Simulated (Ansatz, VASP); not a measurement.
## MoS2 in VASP and in Ansatz

```
CELL_PARAMETERS angstrom
3.24380 0.00000 0.00000
-1.62190 2.80921 0.00000
0.00000 0.00000 12.96670
ATOMIC_POSITIONS crystal
Mo 0.66667 0.33333 0.25014
Mo 0.33333 0.66667 0.74986
S 0.33333 0.66667 0.37960
S 0.66667 0.33333 0.87931
S 0.33333 0.66667 0.12069
S 0.66667 0.33333 0.62040
```

Alike in both runs: task single point; functional PBE; dispersion D3(BJ); k mesh 12 × 12 × 4; occupations gaussian, width 0.05 eV; no spin polarisation.

|  | VASP | Ansatz |
| --- | --- | --- |
| version | VASP 6.6.1 | Ansatz 0.2.0 |
| potentials or method | VASP PAW PBE potentials, release 64 (Mo_sv, S), cutoff 520 eV | scalar-relativistic, plane waves, PAW |
| valence electrons in the cell | 52 | 52 |

```csv
,VASP,Ansatz,Ansatz less VASP
gap on the k mesh at the Fermi level (eV),0.99,0.98,-0.010
least direct gap on the mesh (eV),1.59,1.59,-0.003
pressure (GPa),-15.4,-15.4,+0.08
"traceless stress, the component that is largest in VASP (GPa)",-5.50,-5.49,+0.017
rms of the force components (eV/Å),1.000,0.997,-0.0028
```

Atom by atom the forces differ by 0.003 eV/Å (rms over components).
